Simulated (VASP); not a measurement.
# SrO (I4/mmm) in VASP: single point with HSE06

Aim: the single point of SrO with HSE06.

Program: VASP 6.6.1. These are calculated values, not measurements. Logs are shortened: lines on timing, memory, paths and dates and some standing lists are left out, and cuts for length are marked.

## Step 1: The cell of the first run

Symmetry: I4/mmm, No. 139, tetragonal system. The conventional cell has a = 3.433 Å, b = 3.433 Å, c = 5.160 Å, α = 90.00°, β = 90.00°, γ = 90.00°. Within 3.2 Å of Sr (site symmetry 4/mmm) lie 6 O at 2.43 to 2.58 Å. Within 3.2 Å of O (site symmetry 4/mmm) lie 6 Sr at 2.43 to 2.58 Å.

## Step 2: Single point, HSE06 (biaxial xy strain -5.9%)

Contents of POSCAR:

```
SrO
1.0
    0.0000000000      2.4274210572      2.5798927168
    2.4274210572      0.0000000000      2.5798927168
    2.4274210572      2.4274210572      0.0000000000
Sr O
1 1
Direct
    0.5000000000      0.5000000000      0.5000000000
    0.0000000000      0.0000000000      0.0000000000
```

Contents of INCAR.step1:

```
ALGO = Normal
EDIFF = 1E-5
ENCUT = 520
GGA = PE
ISIF = 2
ISMEAR = 0
LASPH = T
LREAL = F
LWAVE = T
NBANDS = 15
NELM = 100
PREC = Accurate
SIGMA = 0.01
```

Contents of INCAR.step2:

```
ALGO = Normal
EDIFF = 1E-6
ENCUT = 520
GGA = PE
HFSCREEN = 0.2079
ISIF = 2
ISMEAR = 0
ISTART = 1
LASPH = T
LCHARG = T
LELF = T
LHFCALC = T
LREAL = F
LVHAR = T
LWAVE = F
NBANDS = 15
NELM = 100
PREC = Accurate
PRECFOCK = Normal
SIGMA = 0.01
```

Contents of KPOINTS:

```
k-points
0
Gamma
  6 6 6
```

Potentials or basis: VASP PAW PBE potentials, release 64 (Sr_sv, O).

Started as:

```console
$ cat potpaw_PBE.64/Sr_sv/POTCAR potpaw_PBE.64/O/POTCAR > POTCAR
$ cp INCAR.step1 INCAR
$ mpirun -np 1 vasp_std > vasp.out
$ cp INCAR.step2 INCAR
$ mpirun -np 1 vasp_std > vasp.out
```

OUTCAR:

```text
EDIFF = 1E-6
   ENCUT = 520
   GGA = PE
   HFSCREEN = 0.2079
   ISIF = 2
   ISMEAR = 0
   ISTART = 1
   LASPH = T
   LHFCALC = T
   LREAL = F
   NELM = 100
   PREC = Accurate
   PRECFOCK = Normal

 ion  position               nearest neighbor table
   1  0.500  0.500  0.500-   2 2.43   2 2.43   2 2.43   2 2.43   2 2.58   2 2.58
   2  0.000  0.000  0.000-   1 2.43   1 2.43   1 2.43   1 2.43   1 2.58   1 2.58

  LATTYP: Found a body centered tetragonal cell.
 ALAT       =     3.4328917807
 C/A-ratio  =     1.5030434291

  Lattice vectors:

 A1 = (  -2.4274210572,   0.0000000000,   2.5798927168)
 A2 = (   2.4274210572,   0.0000000000,   2.5798927168)
 A3 = (   0.0000000000,   2.4274210572,  -2.5798927168)

Analysis of symmetry for initial positions (statically):
=====================================================================
 Subroutine PRICEL returns:
 Original cell was already a primitive cell.

 Routine SETGRP: Setting up the symmetry group for a
 body centered tetragonal supercell.

 Subroutine GETGRP returns: Found 16 space group operations
 (whereof 16 operations were pure point group operations)
 out of a pool of 16 trial point group operations.

The static configuration has the point symmetry D_4h.

Analysis of symmetry for dynamics (positions and initial velocities):
=====================================================================
 Subroutine PRICEL returns:
 Original cell was already a primitive cell.

 Routine SETGRP: Setting up the symmetry group for a
 body centered tetragonal supercell.

 Subroutine GETGRP returns: Found 16 space group operations
 (whereof 16 operations were pure point group operations)
 out of a pool of 16 trial point group operations.

The dynamic configuration has the point symmetry D_4h.

 Subroutine INISYM returns: Found 16 space group operations
 (whereof 16 operations are pure point group operations),
 and found     1 'primitive' translations

----------------------------------------------------------------------------------------

                                     Primitive cell

  volume of cell :      30.4034

  direct lattice vectors                    reciprocal lattice vectors
     0.000000000  2.427421057  2.579892717    -0.205979922  0.205979922  0.193806509
     2.427421057  0.000000000  2.579892717     0.205979922 -0.205979922  0.193806509
     2.427421057  2.427421057  0.000000000     0.205979922  0.205979922 -0.193806509

  length of vectors
     3.542346598  3.542346598  3.432891781     0.349880579  0.349880579  0.349880579

  position of ions in fractional coordinates (direct lattice)
     0.500000000  0.500000000  0.500000000
     0.000000000  0.000000000  0.000000000

  ion indices of the primitive-cell ions
   primitive index   ion index
                 1           1
                 2           2

----------------------------------------------------------------------------------------

 KPOINTS: k-points

Automatic generation of k-mesh.
 Grid dimensions read from file:
 generate k-points for:    6    6    6

 Generating k-lattice:

  Cartesian coordinates                     Fractional coordinates (reciprocal lattice)
    -0.034329987  0.034329987  0.032301085     0.166666667  0.000000000  0.000000000
     0.034329987 -0.034329987  0.032301085     0.000000000  0.166666667  0.000000000
     0.034329987  0.034329987 -0.032301085     0.000000000  0.000000000  0.166666667

  Length of vectors
     0.058313430  0.058313430  0.058313430

  Shift w.r.t. Gamma in fractional coordinates (k-lattice)
     0.000000000  0.000000000  0.000000000

 Subroutine IBZKPT returns following result:
 ===========================================

 Found     30 irreducible k-points:

 Following reciprocal coordinates:
            Coordinates               Weight
  0.000000  0.000000  0.000000      1.000000
  0.166667  0.000000  0.000000      8.000000
  0.333333 -0.000000  0.000000      8.000000
  0.500000 -0.000000  0.000000      4.000000
  0.166667  0.166667  0.000000      2.000000
  0.333333  0.166667  0.000000      8.000000
[... 16 lines left out ...]
  0.333333  0.000000  0.333333      4.000000
  0.500000  0.000000  0.333333     16.000000
 [... further k-points ...]
   k-points           NKPTS =     30   k-points in BZ     NKDIM =    216   number of bands    NBANDS=     15
   number of dos      NEDOS =    301   number of ions     NIONS =      2
   total plane-waves  NPLWV =  21952
   dimension x,y,z NGX =    28 NGY =   28 NGZ =   28
   dimension x,y,z NGXF=    56 NGYF=   56 NGZF=   56
   ions per type =               1   1
   NGX,Y,Z   is equivalent  to a cutoff of  13.14, 13.14, 13.56 a.u.
   NGXF,Y,Z  is equivalent  to a cutoff of  26.28, 26.28, 27.12 a.u.
 SYSTEM =  unknown system
   PREC   = accura    normal or accurate (medium, high low for compatibility)
   ISTART =      1    job   : 0-new  1-cont  2-samecut
   ICHARG =      0    charge: 1-file 2-atom 10-const
   ISPIN  =      1    spin polarized calculation?
   LNONCOLLINEAR =      F non collinear calculations
   LSORBIT =      F    spin-orbit coupling
   LASPH  =      T    aspherical Exc in radial PAW
   ENCUT  =  520.0 eV  38.22 Ry    6.18 a.u.   6.59  6.59  6.38*2*pi/ulx,y,z
   NELM   =    100;   NELMIN=  2; NELMDL=  0     # of ELM steps
   EDIFF  = 0.1E-05   stopping-criterion for ELM
   LREAL  =      F    real-space projection
   EDIFFG = 0.1E-04   stopping-criterion for IOM
   NSW    =      0    number of steps for IOM
   IBRION =     -1    ionic relax: 0-MD 1-quasi-New 2-CG
   NFREE  =      0    steps in history (QN), initial steepest desc. (CG)
   ISIF   =      2    stress and relaxation
   ISYM   =      3    0-nonsym 1-usesym 2-fastsym
   POTIM  = 0.5000    time-step for ionic-motion
   TEBEG  =    0.0;   TEEND  =   0.0 temperature during run
   PSTRESS=    0.0 pullay stress
   NELECT =      16.0000    total number of electrons
   NUPDOWN=      -1.0000    fix difference up-down
   EMIN   =  10.00;   EMAX   =-10.00  energy-range for DOS
   EFERMI =   0.00;   METHOD = LEGACY
   ISMEAR =     0;   SIGMA  =   0.01  broadening in eV -4-tet -1-fermi 0-gaus
   EFERMI_NEDOS =   21; number of points for ismear=-14 and -15
   IALGO  =     38    algorithm
   IMIX   =      1    mixing-type and parameters
     AMIX     =   0.40;   BMIX     =  1.00
     AMIX_MAG =   1.60;   BMIX_MAG =  1.00
  volume/ion in A,a.u.               =      15.20       102.59
  Fermi-wavevector in a.u.,A,eV,Ry     =   1.321724  2.497697 23.768767  1.746955
  Thomas-Fermi vector in A             =   2.451457
   LORBIT       =      0    0 simple, 1 ext, 2 COOP (PROOUT), +10 PAW based schemes
   GGA     = PE    functional components
   LHFCALC =     T    Hartree Fock is set to
   PRECFOCK=normal    Normal, Fast or Accurate (Low or Medium for compatibility)
   ENCUT4O =  -1.0   cutoff for four orbital integrals eV
   NKREDX  =     1    reduce k-point grid by
   NKREDY  =     1    reduce k-point grid by
   NKREDZ  =     1    reduce k-point grid by
   AEXX    =    0.2500 exact exchange contribution
   HFSCREEN=    0.2079 screening length (either q_TF or 0.3 A-1)
   HFSCREENC=   0.2079 screening length for correlation (either q_TF or 0.3 A-1)
   ENCUTFOCK=  -1.0 apply spherical cutoff to Coloumb kernel
   IVDW    =     0    specifies the selected vdW correction
   LEPSILON=     F    determine dielectric tensor
   LRPA    =     F    only Hartree local field effects (RPA)
 non-spin polarized calculation
 Gauss-broadening in eV      SIGMA  =   0.01
  energy-cutoff  :      520.00
  volume of cell :       30.40
 maximum number of plane-waves:       835
 NGX is ok and might be reduce to    28
  NGX = 20; NGY = 20; NGZ = 20

 number of electron      16.0000002 magnetization

 Free energy of the ion-electron system (eV)
  ---------------------------------------------------
  ext. energy  EPLUGINS =         0.00000000
  ---------------------------------------------------
  free energy    TOTEN  =       -13.95653057 eV

  energy without entropy =      -13.95653057  energy(sigma->0) =      -13.95653057

 E-fermi :   1.3583     XC(G=0):  -8.6846

 val. band max:        1.2775606652   @ k =   0.5000   0.0000   0.5000
 cond. band min:       5.7440672725   @ k =   0.5000   0.0000   0.5000
 fundamental gap:      4.4665066073
 Fermi energy:         1.3583208986

 k-point     1 :       0.0000    0.0000    0.0000
  band No.  band energies     occupation
      1     -32.8086      2.00000
      2     -15.5786      2.00000
      3     -13.0178      2.00000
      4     -13.0068      2.00000
      5     -13.0068      2.00000
      6       0.9799      2.00000
      7       1.2159      2.00000
      8       1.2159      2.00000
      9       7.3707      0.00000
     10       8.9283      0.00000
     11       9.4764      0.00000
     12       9.4764      0.00000
     13      11.5264      0.00000
     14      12.2541      0.00000
     15      16.0607      0.00000

 k-point     2 :       0.1667    0.0000    0.0000
  band No.  band energies     occupation
      1     -32.7484      2.00000
      2     -16.1001      2.00000
      3     -13.0640      2.00000
      4     -13.0103      2.00000
      5     -12.6036      2.00000
      6       0.3362      2.00000
      7       0.6766      2.00000
      8       0.7584      2.00000
      9       8.5942      0.00000
     10       9.0451      0.00000
     11       9.8146      0.00000
     12      10.0760      0.00000
     13      12.4141      0.00000
     14      13.1853      0.00000
     15      18.0246      0.00000
[... 365 lines left out ...]
      3     -13.5391      2.00000
      4     -13.3924      2.00000
      5     -13.0726      2.00000
      6      -0.0570      2.00000
      7       0.8328      2.00000
      8       1.1621      2.00000
      9       6.3698      0.00000
     10      10.2748      0.00000
     11      13.3884      0.00000
     12      13.5721      0.00000
     13      13.6868      0.00000
     14      15.1046      0.00000
     15      21.8075      0.00000

 k-point    24 :       0.5000    0.0000    0.3333
  band No.  band energies     occupation
      1     -32.4970      2.00000
      2     -16.2615      2.00000
      3     -13.9820      2.00000
      4     -13.4870      2.00000
      5     -13.1549      2.00000
      6       0.4304      2.00000
      7       0.6777      2.00000
      8       0.8146      2.00000
      9       6.7437      0.00000
     10      11.5093      0.00000
     11      12.9357      0.00000
     12      14.1132      0.00000
     13      14.7789      0.00000
     14      16.7737      0.00000
     15      18.6284      0.00000

 [... further k-points ...]

------------------------ aborting loop because EDIFF is reached ----------------------------------------

  FORCE on cell =-STRESS in cart. coord.  units (eV):
  Direction    XX          YY          ZZ          XY          YZ          ZX
  --------------------------------------------------------------------------------------
  -------------------------------------------------------------------------------------
  Total        3.9637220      3.9637220      1.3386350      0.0000000     -0.0000000     -0.0000000
  in kB      208.8776153    208.8776153     70.5425048      0.0000000     -0.0000000     -0.0000000
  external PRESSURE =     162.7659118 kB  Pullay stress =       0.0000000 kB

 VOLUME and BASIS-vectors are now :
 -----------------------------------------------------------------------------
  energy-cutoff  :      520.00
  volume of cell :       30.40
      direct lattice vectors                 reciprocal lattice vectors
     0.000000000  2.427421057  2.579892717    -0.205979922  0.205979922  0.193806509
     2.427421057  0.000000000  2.579892717     0.205979922 -0.205979922  0.193806509
     2.427421057  2.427421057  0.000000000     0.205979922  0.205979922 -0.193806509

 POSITION                                       TOTAL-FORCE (eV/Angst)
 -----------------------------------------------------------------------------------
      2.42742      2.42742      2.57989         0.000000      0.000000     -0.000000
      0.00000      0.00000      0.00000         0.000000      0.000000      0.000000
 -----------------------------------------------------------------------------------
    total drift:                               -0.000000      0.000000     -0.000001

  FREE ENERGIE OF THE ION-ELECTRON SYSTEM (eV)
  ---------------------------------------------------
  free  energy   TOTEN  =       -13.9565305710 eV

  energy  without entropy=      -13.9565305710  energy(sigma->0) =      -13.95653057
```

It took 36 min on 1 thread of AMD EPYC 7R13 (Zen 3), shared host; peak memory 0.24 GiB.

What came out:

| Item | Value |
| --- | --- |
| Free energy | -13.9565 eV |
| Pressure | 16.3 GPa |
| Band gap on the k mesh | 4.47 eV |

Levels at points of the mesh, in eV from the valence-band top:
```
           k point  band 4  band 5  band 6  band 7  band 8  band 9  band 10  band 11  band 12  band 13
(0.00, 0.00, 0.00)  -14.28  -14.28   -0.30   -0.06   -0.06    6.09     7.65     8.20     8.20    10.25
(0.50, 0.00, 0.00)  -14.30  -13.10   -2.65   -1.65   -1.60    8.63    10.80    11.28    11.34    14.57
(0.50, 0.50, 0.00)  -14.74  -14.74   -0.64   -0.06   -0.06    4.70    10.41    12.74    13.00    13.89
(0.50, 0.00, 0.50)  -14.99  -14.80   -0.34   -0.21    0.00    4.47    10.29    12.80    13.12    13.40
```

Caveat: the cell differs from its parent crystal (biaxial xy strain -5.9%); the stress differs along the axes, from 7 to 21 GPa; the PAW data sets were made with another functional, which shifts forces and pressure a little.
